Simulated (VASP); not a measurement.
Ti: single point with PBE

Ti:

```
Ti
1.0
     4.89960    0.00000    0.00000
    -2.44980    4.24318    0.00000
     0.00000    0.00000    3.05830
Ti
3
Direct
  0.00000 0.00000 0.00000
  0.33333 0.66667 0.50000
  0.66667 0.33333 0.50000
```

This isn't the form of Ti at room conditions, which is hcp.

```yaml
Program: VASP 6.6.1
Task: single point
Functional: PBE
Potentials_or_basis: VASP PAW PBE potentials, release 64 (Ti_sv)
Cutoff: 520 eV
k_mesh: 12 × 12 × 14
Occupations: gaussian, width 0.15 eV
Spin: no spin polarisation
Dipole_correction: no
Further_INCAR_settings: ALGO = Fast; EDIFF = 1e-07; NBANDS = 25
```

The pressure is -16.0 GPa and the band gap on the k mesh is zero (bands 18 and 19 overlap by 0.19 eV).

Stress tensor (GPa, compression positive):
```
-15.52   0.00   0.00
  0.00 -15.52   0.00
  0.00   0.00 -17.04
```

Levels at points of the mesh, in eV from the Fermi level:
| k point | band 16 | band 17 | band 18 | band 19 | band 20 | band 21 |
| --- | --- | --- | --- | --- | --- | --- |
| (0.00, 0.00, 0.00) | -0.62 | -0.51 | -0.51 | -0.03 | 0.59 | 1.03 |
| (0.50, 0.00, 0.00) | -0.24 | -0.22 | -0.21 | 0.13 | 0.46 | 0.67 |
| (0.00, 0.00, 0.50) | -1.47 | -1.19 | -1.19 | 0.91 | 0.91 | 0.93 |
| (0.50, 0.00, 0.50) | -0.81 | -0.61 | -0.52 | 0.36 | 0.44 | 0.64 |

Wall time 9.9 min on 1 thread of AMD EPYC 9R45 96-Core Processor (Zen 5) (shared host), peak memory 0.28 GiB.

Caveat: the cell stands under tension.
